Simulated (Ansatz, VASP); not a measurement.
P in VASP and in Ansatz

INCAR

```
SYSTEM = P
ALGO     = Normal         ! electronic algorithm
EDIFF    = 1E-7           ! SCF threshold, eV
ENCUT    = 520            ! plane-wave cutoff, eV
GGA      = PE             ! functional
ISIF     = 2              ! what is computed and relaxed
ISMEAR   = -1             ! smearing method
LASPH    = .TRUE.         ! aspherical terms in the spheres
LCHARG   = .FALSE.        ! write CHGCAR
LREAL    = .FALSE.        ! projectors in reciprocal space
LWAVE    = .FALSE.        ! write WAVECAR
NBANDS   = 8              ! bands
NELM     = 60             ! most SCF steps
PREC     = Accurate       ! precision mode
SIGMA    = 0.1            ! smearing width, eV
```

File KPOINTS:

```
k-points
0
G
  17 17 17
  0 0 0
```

Contents of POSCAR:

```
P
1.0
   -1.2868603906      1.2868603906      1.2868603906
    1.2868603906     -1.2868603906      1.2868603906
    1.2868603906      1.2868603906     -1.2868603906
P
1
Direct
    0.0000000000      0.0000000000      0.0000000000
```

Input for Ansatz:

```yaml
crystal:
  lattice:
    - [-1.2868603906, 1.2868603906, 1.2868603906]
    - [1.2868603906, -1.2868603906, 1.2868603906]
    - [1.2868603906, 1.2868603906, -1.2868603906]
  atoms:
    - { symbol: P, position: [0.0, 0.0, 0.0] }
kpoints:
  mp_grid: { grid: [17, 17, 17] }
  band_path:
    path:
      - [0.0, 0.0, 0.0]
      - [0.5, -0.5, 0.5]
      - [0.0, 0.0, 0.5]
      - [0.0, 0.0, 0.0]
      - [0.25, 0.25, 0.25]
      - [0.5, -0.5, 0.5]
      - [0.25, 0.25, 0.25]
      - [0.0, 0.0, 0.5]
    npoints: 8
scf:
  occupations: { method: fermi_dirac, width: 0.1 }
hamiltonian:
  xc: pbe
  pseudopotentials: { kind: all_electron, lapw: { basis_error: 0.001 } }
output:
  forces: true
  stress: true
  eigenvalues: true
  populations: true
  dos: { projected: true, de: 0.2, e_range: [-14, 8] }
```

Change from the starting cell: volume scaled by 0.6, LAPW.

Alike in both runs: task single point; functional PBE; k mesh 17 × 17 × 17; occupations fermi-dirac, width 0.1 eV; no spin polarisation.

```csv
,VASP,Ansatz
version,VASP 6.6.1,Ansatz 0.2.0
potentials or method,"VASP PAW PBE potentials, release 64 (P), cutoff 520 eV","all-electron LAPW, scalar-relativistic"
```

|  | VASP | Ansatz | Ansatz less VASP |
| --- | --- | --- | --- |
| pressure (GPa) | 138.7 | 141.0 | +2.28 |

Both programs put the cell under a high pressure, so it lies far from rest at this level. Ansatz ran all-electron here, and VASP with PAW potentials.

Noted on VASP's run: the cell as given lies far from equilibrium.
